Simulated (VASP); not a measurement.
Crystal: C.

```
C
1.0
     2.50320    0.00000    0.00000
    -1.25160    2.16783    0.00000
     0.00000    0.00000    4.16887
C
4
Cartesian
  0.0000 1.4452 0.0010
  1.2516 0.7226 2.0854
  0.0000 1.4452 1.5624
  1.2516 0.7226 3.6468
```

Program: VASP 6.6.1. Alike in all runs: task single point; no spin polarisation; cell as given; cutoff (eV) 520; smearing gaussian 0.01 eV.

Question: Order these runs on this cell by their band gap on the k mesh, lowest first.
A. level r2SCAN; potentials or basis VASP PAW PBE potentials, release 64 (C); k mesh 12 × 12 × 6
B. level LDA; potentials or basis VASP PAW LDA potentials, release 64 (C); k mesh 12 × 12 × 6
C. level PBE; potentials or basis VASP PAW PBE potentials, release 64 (C); k mesh 6 × 6 × 4

Answer: B (3.11 eV), C (3.31 eV), A (3.56 eV).

Caveats: some runs use coarse meshes.

A k mesh can miss the band edges.
